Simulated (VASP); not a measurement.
# Ir4Pt (P-3m1) in VASP: notebook, part 2 of 2

VASP 6.6.1.

### 4 Relaxation of shape and atoms at fixed volume, PBE (volume scaled by 1.10)

Input file INCAR:

```
ALGO     = Fast           # electronic algorithm
EDIFF    = 1E-6           # SCF threshold, eV
EDIFFG   = -0.01          # ionic threshold
ENCUT    = 600            # plane-wave cutoff, eV
GGA      = PE             # functional
IBRION   = 2              # ionic algorithm
ISIF     = 4              # what is computed and relaxed
ISMEAR   = 0              # smearing method
LASPH    = T              # aspherical terms in the spheres
LCHARG   = F              # write CHGCAR
LREAL    = F              # projectors in reciprocal space
LWAVE    = F              # write WAVECAR
NELM     = 80             # most SCF steps
NSW      = 50             # ionic steps
PREC     = Accurate       # precision mode
SIGMA    = 0.1            # smearing width, eV
```

Input file KPOINTS:

```
k-points
0
Gamma
  12 12 4
```

Input file POSCAR:

```
Ir4Pt
1.0
    2.8450107166      0.0000000000      0.0000000000
   -1.4225053583      2.4638515546      0.0000000000
    0.0000000000      0.0000000000     11.5693581956
Ir Pt
4 1
Direct
    0.3333333333      0.6666666667      0.7942049741
    0.3333333333      0.6666666667      0.3998332953
    0.6666666667      0.3333333333      0.2057950259
    0.6666666667      0.3333333333      0.6001667047
    0.0000000000      0.0000000000      0.0000000000
```

Potentials or basis: VASP PAW PBE potentials, release 64 (Ir, Pt).

Run with:

```bash
cat potpaw_PBE.64/Ir/POTCAR potpaw_PBE.64/Pt/POTCAR > POTCAR
mpirun -np 1 vasp_std > vasp.out
```

OUTCAR:

```text
EDIFF = 1E-6
   EDIFFG = -0.01
   ENCUT = 600
   GGA = PE
   IBRION = 2
   ISIF = 4
   ISMEAR = 0
   LASPH = T
   LREAL = F
   NELM = 80
   NSW = 50
   PREC = Accurate

 ion  position               nearest neighbor table
   1  0.333  0.667  0.794-   4 2.78   4 2.78   4 2.78   5 2.89   5 2.89   5 2.89
   2  0.333  0.667  0.400-   3 2.78   3 2.78   3 2.78   4 2.84   4 2.84   4 2.84
   3  0.667  0.333  0.206-   2 2.78   2 2.78   2 2.78   5 2.89   5 2.89   5 2.89
   4  0.667  0.333  0.600-   1 2.78   1 2.78   1 2.78   2 2.84   2 2.84   2 2.84
   5  0.000  0.000  0.000-   1 2.89   3 2.89   1 2.89   3 2.89   3 2.89   1 2.89

  LATTYP: Found a hexagonal cell.
 ALAT       =     2.8450107166
 C/A-ratio  =     4.0665429231

  Lattice vectors:

 A1 = (   2.8450107166,   0.0000000000,   0.0000000000)
 A2 = (  -1.4225053583,   2.4638515546,   0.0000000000)
 A3 = (   0.0000000000,   0.0000000000,  11.5693581956)

[... 498 lines left out ...]
  ---------------------------------------------------
  ext. energy  EPLUGINS =         0.00000000
  ---------------------------------------------------
  free energy    TOTEN  =       -40.63148317 eV

  energy without entropy =      -40.59174710  energy(sigma->0) =      -40.61161513

 E-fermi :   8.6043     XC(G=0): -13.1554

 val. band max:        8.6035234566   @ k =   0.0000   0.0000   0.2500
 cond. band min:       8.6046957704   @ k =   0.1667   0.0833   0.2500
 fundamental gap:      0.0011723138
 Fermi energy:         8.6043112419

 k-point     1 :       0.0000    0.0000    0.0000
  band No.  band energies     occupation
      1      -1.1615      2.00000
      2       0.1883      2.00000
      3       0.3935      2.00000
      4       1.6854      2.00000
      5       1.8713      2.00000
      6       4.6984      2.00000
[... 709 lines left out ...]
     26       7.9715      2.00000
     27       8.5079      1.82721

 [... further k-points ...]
[... 5 lines left out ...]
  --------------------------------------------------------------------------------------
  -------------------------------------------------------------------------------------
  Total      -11.9267654    -11.9267654    -11.9533503      0.0000000     -0.0000000      0.0000000
  in kB     -235.6272669   -235.6272669   -236.1524842      0.0000000     -0.0000000      0.0000000
  external PRESSURE =    -235.8023393 kB  Pullay stress =       0.0000000 kB
[... 20 lines left out ...]
  FREE ENERGIE OF THE ION-ELECTRON SYSTEM (eV)
  ---------------------------------------------------
  free  energy   TOTEN  =       -40.6314831710 eV

  energy  without entropy=      -40.5917470957  energy(sigma->0) =      -40.61161513

 reached required accuracy - stopping structural energy minimisation
```

OSZICAR:

```text
N       E                     dE             d eps       ncg     rms          rms(c)
DAV:   1     0.507753839915E+03    0.50775E+03   -0.22751E+04  3726   0.187E+03
[... 99 lines left out ...]
DAV:   1    -0.406314620463E+02   -0.64550E-04   -0.41848E-02  3726   0.106E+00    0.448E-02
RMM:   2    -0.406315143332E+02   -0.52287E-04   -0.58493E-04  3759   0.259E-01    0.829E-02
RMM:   3    -0.406314928586E+02    0.21475E-04   -0.20601E-04  4215   0.947E-02    0.263E-02
RMM:   4    -0.406314892036E+02    0.36550E-05   -0.50644E-05  4552   0.446E-02    0.279E-02
RMM:   5    -0.406314872418E+02    0.19618E-05   -0.24816E-05  4103   0.302E-02    0.218E-02
RMM:   6    -0.406314827998E+02    0.44420E-05   -0.11857E-05  3858   0.261E-02    0.432E-03
RMM:   7    -0.406314831710E+02   -0.37120E-06   -0.48598E-06  2541   0.116E-02
   9 F= -.40631483E+02 E0= -.40611615E+02  d E =-.856560E-04
```

Run time: 21 min. Hardware: 1 thread of Intel Xeon Platinum 8259CL at 2.50GHz (Skylake/Cascade Lake), shared host; peak memory 0.35 GiB.

Results:

* Free energy: -40.6315 eV
* Energy gained by relaxing: 0.5 meV/atom
* Ionic steps: 9
* Pressure after relaxing: -23.6 GPa
* Largest force after relaxing: 0.006 eV/Å

Forces in eV/Å, atoms in the order of the input:
```
Ir   0.000  0.000 -0.003
Ir   0.000  0.000  0.006
Ir   0.000  0.000  0.003
Ir   0.000  0.000 -0.006
Pt   0.000  0.000  0.000
```

Step by step:
```tsv
step	energy change (eV)	largest force (eV/Å)	pressure (GPa)	volume (Å³)
1	0.0000	0.1172	-23.81	81.10
2	-0.0017	0.0577	-23.70	81.10
3	-0.0018	0.0503	-23.70	81.10
4	-0.0019	0.0385	-23.67	81.10
5	-0.0019	0.0473	-23.61	81.10
6	-0.0019	0.0365	-23.62	81.10
7	-0.0022	0.0248	-23.60	81.10
8	-0.0022	0.0205	-23.59	81.10
9	-0.0023	0.0057	-23.58	81.10
```

Final structure:
```yaml
crystal:
  lattice:
    - [2.84383, 0.00000, 0.00000]
    - [-1.42191, 2.46283, 0.00000]
    - [0.00000, 0.00000, 11.57897]
  atoms:
    - { symbol: Ir, position: [0.33333, 0.66667, 0.79296] }
    - { symbol: Ir, position: [0.33333, 0.66667, 0.39977] }
    - { symbol: Ir, position: [0.66667, 0.33333, 0.20704] }
    - { symbol: Ir, position: [0.66667, 0.33333, 0.60023] }
    - { symbol: Pt, position: [0.00000, 0.00000, 0.00000] }
```

Caveat: the cell differs from its parent crystal (volume scaled by 1.10); the bands computed are all filled at some k points, so no gap is given; spin-orbit coupling is left out, which moves the levels of the heavy elements.

### 5 The runs side by side

| task | cell | pressure (GPa) | relaxed volume (Å³/atom) | largest force (eV/Å) |
| --- | --- | --- | --- | --- |
| relaxation of cell and atoms | relaxed from a = 2.756, b = 2.756, c = 11.204 Å, angles 90.0, 90.0, 120.0°, 5 atoms | 0.0 | 14.76 | - |
| relaxation of cell and atoms | relaxed from a = 2.766, b = 2.766, c = 11.166 Å, angles 90.0, 90.0, 120.0°, 5 atoms | 0.0 | 14.76 | 0.01 |
| relaxation of shape and atoms at fixed volume | relaxed from a = 2.845, b = 2.845, c = 11.569 Å, angles 90.0, 90.0, 120.0°, 5 atoms | -23.6 | - | 0.01 |

Alike in all rows: level PBE; potentials or basis VASP PAW PBE potentials, release 64 (Ir, Pt); no spin polarisation; k mesh 12 × 12 × 4; cutoff (eV) 600; smearing gaussian 0.1 eV.

Caveats: the bands computed are all filled at some k points, so no gap is given; spin-orbit coupling is left out, which moves the levels of the heavy elements.

Total energies depend on the potentials used, so only differences within one code and one set of settings carry meaning.
